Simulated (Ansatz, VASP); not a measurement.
# CoSi2 in VASP and in Ansatz

File INCAR:

```
SYSTEM = CoSi2
PREC = Accurate
ENCUT = 600
EDIFF = 1E-6
ISMEAR = -1
SIGMA = 0.05
LREAL = .FALSE.
LASPH = .TRUE.
NELM = 200
ALGO = Normal
ISIF = 2
LWAVE = .FALSE.
LCHARG = .FALSE.
ISPIN = 2
MAGMOM = 1.5 0 0
LORBIT = 11
NUPDOWN = 1.5
LMAXMIX = 4
GGA = PE
NBANDS = 24
GGA_COMPAT = .FALSE.
```

KPOINTS

```
Automatic mesh
0
G
  7 7 7
  0 0 0
```

The input POSCAR:

```
CoSi2
1.0
    0.0000000000      2.6780000000      2.6780000000
    2.6780000000      0.0000000000      2.6780000000
    2.6780000000      2.6780000000      0.0000000000
Co Si
1 2
Direct
    0.0000000000      0.0000000000      0.0000000000
    0.7500000000      0.7500000000      0.7500000000
    0.2500000000      0.2500000000      0.2500000000
```

File input.yaml:

```yaml
crystal:
  lattice:
    - [0.0, 2.678, 2.678]
    - [2.678, 0.0, 2.678]
    - [2.678, 2.678, 0.0]
  atoms:
    - { symbol: Co, position: [0.0, 0.0, 0.0], spin: 1.5 }
    - { symbol: Si, position: [0.75, 0.75, 0.75] }
    - { symbol: Si, position: [0.25, 0.25, 0.25] }
hamiltonian:
  xc: pbe
  pseudopotentials: { kind: paw }
magnetization:
  spin_polarized: true
  initial_magnetization: 1.5
  spin_locking: { lock_magnetization: hard }
kpoints:
  mp_grid: { grid: [7, 7, 7] }
scf:
  occupations: { method: fermi_dirac, width: 0.05 }
  lower_state_search: "off"
output:
  forces: true
  stress: true
  eigenvalues: true
```

Alike in both runs: task single point; functional PBE; k mesh 7 × 7 × 7; occupations fermi-dirac, width 0.05 eV; collinear spin; fixed moment 1.5 μB.

```csv
,VASP,Ansatz
version,VASP 6.6.1,Ansatz 0.2.0
potentials or method,"VASP PAW PBE potentials, release 64 (Co_sv, Si)",Ansatz PAW
plane-wave cutoff (eV),600,420
valence electrons in the cell,25,25
```

Ansatz gave:

```
pressure (GPa)                                                : 10.0
net moment per atom (μB)                                      : 0.50
size of the moment on the site where the two differ most (μB) : 0.87
```

**Question.** Which values does VASP return?

**Answer.** Pressure (GPa): 8.9; net moment per atom (μB): 0.50; size of the moment on the site where the two differ most (μB): 0.84.

Site moments also hang on the region over which each program counts them. With one functional, cell and mesh, what is left measures potentials, basis and numerics.
